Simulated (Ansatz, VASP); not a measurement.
## Zr2Mo: VASP beside Ansatz

```
Zr Mo
1.0
     0.00000    3.24760    3.24760
     3.24760    0.00000    3.24760
     3.24760    3.24760    0.00000
Zr Mo
2 1
Cartesian
  1.6238 1.6238 1.6238
  4.8714 4.8714 4.8714
  0.0000 0.0000 0.0000
```

Alike in both runs: functional PBE; k mesh 12 × 12 × 12; occupations gaussian, width 0.1 eV; no spin polarisation.

Ansatz relaxed the structure, and its values are those at the end. VASP's run is a single point on that final structure, the one shown.

|  | VASP | Ansatz |
| --- | --- | --- |
| version | VASP 6.6.1 | Ansatz 0.2.0 |
| potentials or method | VASP PAW PBE potentials, release 64 (Zr_sv, Mo_sv), cutoff 520 eV | scalar-relativistic, plane waves, PAW |
| valence electrons in the cell | 38 | 38 |

```csv
,VASP,Ansatz,Ansatz less VASP
gap on the k mesh at the Fermi level (eV),none,none,-
pressure (GPa),0.1,0.0,-0.11
```

A gap of «none» marks a metal or a gap that the smearing closes.
